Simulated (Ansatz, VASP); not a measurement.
Sb: VASP beside Ansatz

```
Sb
1.0
     2.15060    1.24165    3.74400
    -2.15060    1.24165    3.74400
     0.00000   -2.48330    3.74400
Sb
2
Cartesian
  0.0000 0.0000 2.6242
  0.0289 0.0289 8.6366
```

Alike in both runs: task single point; functional PBE; k mesh 9 × 9 × 9; occupations fermi-dirac, width 0.05 eV; no spin polarisation.

|  | VASP | Ansatz |
| --- | --- | --- |
| version | VASP 6.6.1 | Ansatz 0.2.0 |
| potentials or method | VASP PAW PBE potentials, release 64 (Sb), cutoff 520 eV | all-electron LAPW, scalar-relativistic |

|  | VASP | Ansatz | Ansatz less VASP |
| --- | --- | --- | --- |
| pressure (GPa) | 3.7 | 3.6 | -0.09 |
| traceless stress, the component that is largest in VASP (GPa) | 0.42 | 0.41 | -0.012 |
| rms of the force components (eV/Å) | 0.256 | 0.228 | -0.0282 |

Atom by atom the forces differ by 0.029 eV/Å (rms over components). Ansatz ran all-electron here, and VASP with PAW potentials.

Spin-orbit coupling is off throughout.
